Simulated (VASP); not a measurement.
Here is a VASP 6.6.1 calculation.

Contents of INCAR:

```
PREC     = Accurate       # precision mode
ENCUT    = 1300           # plane-wave cutoff, eV
EDIFF    = 1E-7           # SCF threshold, eV
ISMEAR   = 0              # smearing method
SIGMA    = 0.1            # smearing width, eV
LREAL    = False          # projectors in reciprocal space
LASPH    = True           # aspherical terms in the spheres
NELM     = 120            # most SCF steps
ALGO     = Normal         # electronic algorithm
ISIF     = 3              # what is computed and relaxed
LWAVE    = False          # write WAVECAR
LCHARG   = False          # write CHGCAR
GGA      = PE             # functional
IBRION   = 2              # ionic algorithm
NSW      = 90             # ionic steps
EDIFFG   = -0.04          # ionic threshold
GGA_COMPAT= False        
NELMIN   = 4
```

File KPOINTS:

```
regular mesh
0
Gamma
  6 6 8
```

POSCAR

```
LiC3
1.0
    4.2539479900      0.0000000000      0.0000000000
   -2.1269739900      3.6840270200      0.0000000000
    0.0000000000      0.0000000000      2.4809523900
Li C
2 6
Direct
    0.3333333300      0.6666666700      0.5000000000
    0.6666666700      0.3333333300      0.5000000000
    0.3333333300      0.3333333300      0.0000000000
    0.0000000000      0.6666666700      0.0000000000
    0.6666666700      0.0000000000      0.0000000000
    0.0000000000      0.3333333300      0.0000000000
    0.6666666700      0.6666666700      0.0000000000
    0.3333333300      0.0000000000      0.0000000000
```

Potentials or basis: VASP PAW PBE potentials, release 64 (Li_sv, C_h).

Command:

```console
$ cat potpaw_PBE.64/Li_sv/POTCAR potpaw_PBE.64/C_h/POTCAR > POTCAR
$ mpirun -np 1 vasp_std > vasp.out
```

Predict the relaxed cell.

a = 4.397 Å, b = 4.397 Å, c = 3.523 Å, α = 90.00°, β = 90.00°, γ = 120.00°.

What does it give for the space group after relaxing (to 0.1 Å)?

P6/mmm (No. 191).

Estimate the band gap on the k mesh.

zero (bands 15 and 16 overlap by 5.72 eV).

Forces on the atoms (eV/Å):
```
Li   0.000  0.000  0.000
Li   0.000  0.000  0.000
C    0.009  0.016  0.000
C    0.009 -0.016  0.000
C   -0.018  0.000  0.000
C   -0.009  0.016  0.000
C   -0.009 -0.016  0.000
C    0.018  0.000  0.000
```
